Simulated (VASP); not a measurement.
# Pt in VASP: single point with PBE

Aim: the single point of Pt with PBE.

Program: VASP 6.6.1. These are calculated values, not measurements. Logs are shortened: lines on timing, memory, paths and dates and some standing lists are left out, and cuts for length are marked.

### Step 1. The cell of the first run

The cell holds a slab with vacuum, 4 atoms: a = 2.807 Å, b = 3.970 Å, c = 18.211 Å, α = 90.00°, β = 90.00°, γ = 90.00°.

### Step 2. Single point, PBE

INCAR

```
  PREC = Accurate
  ENCUT = 520
  EDIFF = 1E-6
  ISMEAR = 0
  SIGMA = 0.1
  LREAL = False
  LASPH = True
  NELM = 100
  ALGO = Normal
  ISIF = 2
  LWAVE = False
  LCHARG = False
  LDIPOL = True
  IDIPOL = 3
  DIPOL = 0.5 0.5 0.501
  GGA = PE
  NBANDS = 28
```

KPOINTS

```
Automatic mesh
0
Gamma
  10 7 1
```

POSCAR

```
Pt
1.0
    2.8071640675      0.0000000000      0.0000000000
    0.0000000000      3.9699294961      0.0000000000
    0.0000000000      0.0000000000     18.2107461013
Pt
4
Direct
    0.5000000000      0.5000000000      0.3843884243
    0.0000000000      0.0000000000      0.4614628081
    0.5000000000      0.5000000000      0.5444833681
    0.0000000000      0.0000000000      0.6125720287
```

Potentials or basis: VASP PAW PBE potentials, release 64 (Pt).

On the command line:

```console
> cat potpaw_PBE.64/Pt/POTCAR > POTCAR
> mpirun -np 1 vasp_std > vasp.out
```

OUTCAR:

```text
PREC = Accurate
   ENCUT = 520
   EDIFF = 1E-6
   ISMEAR = 0
   LREAL = False
   LASPH = True
   NELM = 100
   ISIF = 2
   GGA = PE

 ion  position               nearest neighbor table
   1  0.500  0.500  0.384-   2 2.81   2 2.81   2 2.81   2 2.81   3 2.92
   2  0.000  0.000  0.461-   4 2.75   1 2.81   1 2.81   1 2.81   1 2.81   3 2.86   3 2.86   3 2.86
                             3 2.86
   3  0.500  0.500  0.544-   4 2.73   4 2.73   4 2.73   4 2.73   2 2.86   2 2.86   2 2.86   2 2.86
                             1 2.92
   4  0.000  0.000  0.613-   3 2.73   3 2.73   3 2.73   3 2.73   2 2.75

  LATTYP: Found a simple orthorhombic cell.
 ALAT       =     2.8071640675
 B/A-ratio  =     1.4142135624
 C/A-ratio  =     6.4872396709

  Lattice vectors:

 A1 = (   2.8071640675,   0.0000000000,   0.0000000000)
 A2 = (   0.0000000000,   3.9699294961,   0.0000000000)
 A3 = (   0.0000000000,   0.0000000000,  18.2107461013)

Analysis of symmetry for initial positions (statically):
=====================================================================
 Subroutine PRICEL returns:
 Original cell was already a primitive cell.

 Routine SETGRP: Setting up the symmetry group for a
 simple orthorhombic supercell.

 Subroutine GETGRP returns: Found  4 space group operations
 (whereof  4 operations were pure point group operations)
 out of a pool of  8 trial point group operations.

The static configuration has the point symmetry C_2v.

Analysis of symmetry for dynamics (positions and initial velocities):
=====================================================================
 Subroutine PRICEL returns:
 Original cell was already a primitive cell.

 Routine SETGRP: Setting up the symmetry group for a
 simple orthorhombic supercell.

 Subroutine GETGRP returns: Found  4 space group operations
 (whereof  4 operations were pure point group operations)
 out of a pool of  8 trial point group operations.

The dynamic configuration has the point symmetry C_2v.

 Subroutine INISYM returns: Found  4 space group operations
 (whereof  4 operations are pure point group operations),
 and found     1 'primitive' translations

----------------------------------------------------------------------------------------

                                     Primitive cell

  volume of cell :     202.9450

  direct lattice vectors                    reciprocal lattice vectors
     2.807164068  0.000000000  0.000000000     0.356231405  0.000000000  0.000000000
     0.000000000  3.969929496  0.000000000     0.000000000  0.251893642  0.000000000
     0.000000000  0.000000000 18.210746101     0.000000000  0.000000000  0.054912632

  length of vectors
     2.807164068  3.969929496 18.210746101     0.356231405  0.251893642  0.054912632

  position of ions in fractional coordinates (direct lattice)
     0.500000000  0.500000000  0.384388424
     0.000000000  0.000000000  0.461462808
     0.500000000  0.500000000  0.544483368
     0.000000000  0.000000000  0.612572029

  ion indices of the primitive-cell ions
   primitive index   ion index
                 1           1
                 2           2
                 3           3
                 4           4

----------------------------------------------------------------------------------------

 KPOINTS: Automatic mesh

Automatic generation of k-mesh.
 Grid dimensions read from file:
 generate k-points for:   10    7    1

 Generating k-lattice:

  Cartesian coordinates                     Fractional coordinates (reciprocal lattice)
     0.035623141  0.000000000  0.000000000     0.100000000  0.000000000  0.000000000
     0.000000000  0.035984806  0.000000000     0.000000000  0.142857143  0.000000000
     0.000000000  0.000000000  0.054912632     0.000000000  0.000000000  1.000000000

  Length of vectors
     0.035623141  0.035984806  0.054912632

  Shift w.r.t. Gamma in fractional coordinates (k-lattice)
     0.000000000  0.000000000  0.000000000

 Subroutine IBZKPT returns following result:
 ===========================================

 Found     24 irreducible k-points:

 Following reciprocal coordinates:
            Coordinates               Weight
  0.000000  0.000000  0.000000      1.000000
  0.100000  0.000000  0.000000      2.000000
  0.200000  0.000000  0.000000      2.000000
  0.300000  0.000000  0.000000      2.000000
  0.400000  0.000000  0.000000      2.000000
  0.500000  0.000000  0.000000      1.000000
[... 16 lines left out ...]
  0.400000  0.428571  0.000000      4.000000
  0.500000  0.428571  0.000000      2.000000
   k-points           NKPTS =     24   k-points in BZ     NKDIM =     24   number of bands    NBANDS=     28
   number of dos      NEDOS =    301   number of ions     NIONS =      4
   total plane-waves  NPLWV = 100800
   dimension x,y,z NGX =    24 NGY =   30 NGZ =  140
   dimension x,y,z NGXF=    48 NGYF=   60 NGZF=  280
   ions per type =               4
   NGX,Y,Z   is equivalent  to a cutoff of  14.21, 12.56, 12.78 a.u.
   NGXF,Y,Z  is equivalent  to a cutoff of  28.43, 25.13, 25.56 a.u.
 SYSTEM =  unknown system
   PREC   = accura    normal or accurate (medium, high low for compatibility)
   ISTART =      0    job   : 0-new  1-cont  2-samecut
   ICHARG =      2    charge: 1-file 2-atom 10-const
   ISPIN  =      1    spin polarized calculation?
   LNONCOLLINEAR =      F non collinear calculations
   LSORBIT =      F    spin-orbit coupling
   LASPH  =      T    aspherical Exc in radial PAW
   ENCUT  =  520.0 eV  38.22 Ry    6.18 a.u.   5.22  7.38 33.86*2*pi/ulx,y,z
   NELM   =    100;   NELMIN=  2; NELMDL= -5     # of ELM steps
   EDIFF  = 0.1E-05   stopping-criterion for ELM
   LREAL  =      F    real-space projection
   EDIFFG = 0.1E-04   stopping-criterion for IOM
   NSW    =      0    number of steps for IOM
   IBRION =     -1    ionic relax: 0-MD 1-quasi-New 2-CG
   NFREE  =      0    steps in history (QN), initial steepest desc. (CG)
   ISIF   =      2    stress and relaxation
   ISYM   =      2    0-nonsym 1-usesym 2-fastsym
   POTIM  = 0.5000    time-step for ionic-motion
   TEBEG  =    0.0;   TEEND  =   0.0 temperature during run
   PSTRESS=    0.0 pullay stress
   NELECT =      40.0000    total number of electrons
   NUPDOWN=      -1.0000    fix difference up-down
   EMIN   =  10.00;   EMAX   =-10.00  energy-range for DOS
   EFERMI =   0.00;   METHOD = LEGACY
   ISMEAR =     0;   SIGMA  =   0.10  broadening in eV -4-tet -1-fermi 0-gaus
   EFERMI_NEDOS =   21; number of points for ismear=-14 and -15
   IALGO  =     38    algorithm
   IMIX   =      4    mixing-type and parameters
     AMIX     =   0.40;   BMIX     =  1.00
     AMIX_MAG =   1.60;   BMIX_MAG =  1.00
  volume/ion in A,a.u.               =      50.74       342.39
  Fermi-wavevector in a.u.,A,eV,Ry     =   0.952728  1.800394 12.349869  0.907690
  Thomas-Fermi vector in A             =   2.081317
   LORBIT       =      0    0 simple, 1 ext, 2 COOP (PROOUT), +10 PAW based schemes
   GGA     = PE    functional components
   LHFCALC =     F    Hartree Fock is set to
   AEXX    =    0.0000 exact exchange contribution
   IVDW    =     0    specifies the selected vdW correction
   LEPSILON=     F    determine dielectric tensor
   LRPA    =     F    only Hartree local field effects (RPA)
 non-spin polarized calculation
 Gauss-broadening in eV      SIGMA  =   0.10
  energy-cutoff  :      520.00
  volume of cell :      202.94
 maximum number of plane-waves:      5522
 NGX is ok and might be reduce to    24
   NGX = 11   NGY = 15   NGZ = 67

 dipolmoment           0.000000      0.000000      0.012962 electrons x Angstroem

 number of electron      40.0000006 magnetization

 dipolmoment           0.000000      0.000000     -0.007238 electrons x Angstroem

 Free energy of the ion-electron system (eV)
  ---------------------------------------------------
  ext. energy  EPLUGINS =         0.00000000
  ---------------------------------------------------
  free energy    TOTEN  =       -21.67442161 eV

  energy without entropy =      -21.63380479  energy(sigma->0) =      -21.65411320

 E-fermi :  -0.5702     XC(G=0):  -5.1765

 val. band max:       -0.5979272747   @ k =   0.3000   0.0000   0.0000
 cond. band min:      -0.5662287814   @ k =   0.4000   0.2857   0.0000
 fundamental gap:      0.0316984933
 Fermi energy:        -0.5702202683

 k-point     1 :       0.0000    0.0000    0.0000
  band No.  band energies     occupation
      1      -8.9766      2.00000
      2      -6.6314      2.00000
      3      -6.4916      2.00000
      4      -5.4770      2.00000
      5      -5.3422      2.00000
      6      -4.3875      2.00000
[... 20 lines left out ...]
     27       5.5122      0.00000
     28       5.8648      0.00000

 k-point     2 :       0.1000    0.0000    0.0000
  band No.  band energies     occupation
      1      -8.7233      2.00000
      2      -6.4327      2.00000
      3      -6.2385      2.00000
      4      -5.2153      2.00000
      5      -5.1832      2.00000
      6      -4.5975      2.00000
[... 20 lines left out ...]
     27       5.7108      0.00000
     28       6.0773      0.00000

 k-point     3 :       0.2000    0.0000    0.0000
  band No.  band energies     occupation
      1      -8.0305      2.00000
      2      -6.0973      2.00000
      3      -5.5473      2.00000
      4      -5.0999      2.00000
      5      -4.9041      2.00000
      6      -4.8382      2.00000
[... 20 lines left out ...]
     27       6.2007      0.00000
     28       6.6768      0.00000

 k-point     4 :       0.3000    0.0000    0.0000
  band No.  band energies     occupation
      1      -7.1391      2.00000
      2      -6.0085      2.00000
      3      -5.6098      2.00000
      4      -5.3626      2.00000
      5      -5.1542      2.00000
      6      -4.6914      2.00000
[... 578 lines left out ...]
     27       7.1368      0.00000
     28       8.0187      0.00000

 k-point    23 :       0.4000    0.4286    0.0000
  band No.  band energies     occupation
      1      -6.3312      2.00000
      2      -6.0931      2.00000
      3      -5.1552      2.00000
      4      -4.8932      2.00000
      5      -4.5680      2.00000
      6      -4.4570      2.00000
[... 20 lines left out ...]
     27       6.7437      0.00000
     28       7.1127      0.00000

 k-point    24 :       0.5000    0.4286    0.0000
  band No.  band energies     occupation
      1      -6.4057      2.00000
      2      -6.2153      2.00000
      3      -5.2105      2.00000
      4      -5.0096      2.00000
      5      -4.7180      2.00000
      6      -4.5075      2.00000
[... 20 lines left out ...]
     27       5.3387      0.00000
     28       5.4408      0.00000

------------------------ aborting loop because EDIFF is reached ----------------------------------------

 vacuum level on the upper side and lower side of the slab       (xc-potential included)        -0.232        -0.110

  FORCE on cell =-STRESS in cart. coord.  units (eV):
  Direction    XX          YY          ZZ          XY          YZ          ZX
  --------------------------------------------------------------------------------------
  -------------------------------------------------------------------------------------
  Total       -7.3941740     -5.3203265     -1.4222203      0.0000000      0.0000000      0.0000000
  in kB      -58.3743317    -42.0020550    -11.2279151      0.0000000      0.0000000      0.0000000
  external PRESSURE =     -37.2014339 kB  Pullay stress =       0.0000000 kB

 VOLUME and BASIS-vectors are now :
 -----------------------------------------------------------------------------
  energy-cutoff  :      520.00
  volume of cell :      202.94
      direct lattice vectors                 reciprocal lattice vectors
     2.807164068  0.000000000  0.000000000     0.356231405  0.000000000  0.000000000
     0.000000000  3.969929496  0.000000000     0.000000000  0.251893642  0.000000000
     0.000000000  0.000000000 18.210746101     0.000000000  0.000000000  0.054912632

 POSITION                                       TOTAL-FORCE (eV/Angst)
 -----------------------------------------------------------------------------------
      1.40358      1.98496      7.00000         0.000000      0.000000      0.918750
      0.00000      0.00000      8.40358         0.000000      0.000000     -0.883234
      1.40358      1.98496      9.91545         0.000000      0.000000     -0.013342
      0.00000      0.00000     11.15539         0.000000      0.000000     -0.022174
 -----------------------------------------------------------------------------------
    total drift:                                0.000000     -0.000000      0.000073

  FREE ENERGIE OF THE ION-ELECTRON SYSTEM (eV)
  ---------------------------------------------------
  free  energy   TOTEN  =       -21.6744216118 eV

  energy  without entropy=      -21.6338047865  energy(sigma->0) =      -21.65411320

 vacuum level on the upper side and lower side of the slab         4.688         4.815
```

Wall time 5.9 min (1 thread of Intel Xeon 8259CL, shared host); peak memory 0.35 GiB.

Results:

```
Free energy            : -21.6744 eV
Largest force          : 0.919 eV/Å
Band gap on the k mesh : zero (band 20 reaches -0.27 eV, above the bottom of band 21 at -0.76 eV)
```

Forces on the atoms (eV/Å):
```
Pt   0.000  0.000  0.919
Pt   0.000  0.000 -0.883
Pt   0.000  0.000 -0.013
Pt   0.000  0.000 -0.022
```

Levels at points of the mesh, in eV from the Fermi level:
```csv
k point,band 18,band 19,band 20,band 21,band 22,band 23
"(0.00, 0.00, 0.00)",-0.58,-0.50,-0.22,-0.11,0.41,0.54
"(0.50, 0.00, 0.00)",-0.14,0.14,0.29,2.13,2.18,2.54
```

Caveat: spin-orbit coupling is left out, which moves the levels of the heavy elements.
